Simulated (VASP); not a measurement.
Input of a VASP 6.6.1 run:

The input POSCAR:

```
TePb
1.0
    5.5528191719      0.0000000000      0.0000000000
   -2.7764095860      4.8088824655      0.0000000000
    0.0000000000      0.0000000000      6.6403552007
Pb Te
2 2
Direct
    0.3333333333      0.6666666667      0.2500000000
    0.6666666667      0.3333333333      0.7500000000
    0.6666666667      0.3333333333      0.2500000000
    0.3333333333      0.6666666667      0.7500000000
```

The input INCAR.step1:

```
SYSTEM = TePb
PREC = Accurate
ENCUT = 520
ISMEAR = 0
SIGMA = 0.01
LREAL = .FALSE.
LASPH = .TRUE.
NELM = 60
NBANDS = 28
GGA = PE
ALGO = Normal
EDIFF = 1E-4
LWAVE = .TRUE.
LCHARG = .FALSE.
```

File INCAR.step2:

```
SYSTEM = TePb
PREC = Accurate
ENCUT = 520
EDIFF = 1E-6
ISMEAR = 0
SIGMA = 0.01
LREAL = .FALSE.
LASPH = .TRUE.
NELM = 60
ALGO = Normal
ISIF = 2
LWAVE = .FALSE.
LCHARG = .FALSE.
METAGGA = R2SCAN
LMIXTAU = .TRUE.
NBANDS = 28
ISTART = 1
```

The input KPOINTS:

```
Automatic mesh
0
G
  6 6 4
  0 0 0
```

Potentials or basis: VASP PAW PBE potentials, release 64 (Pb_d, Te).

Command:

```sh
$ cat potpaw_PBE.64/Pb_d/POTCAR potpaw_PBE.64/Te/POTCAR > POTCAR
$ cp INCAR.step1 INCAR
$ mpirun -np 1 vasp_std > vasp.out
$ cp INCAR.step2 INCAR
$ mpirun -np 1 vasp_std > vasp.out
```

Predict the band gap on the k mesh.

1.42 eV.

Predict the pressure.

-0.9 GPa.

Caveat: the PAW data sets were made with another functional, which shifts forces and pressure a little; spin-orbit coupling is left out, which moves the levels of the heavy elements. A k mesh can miss the band edges.
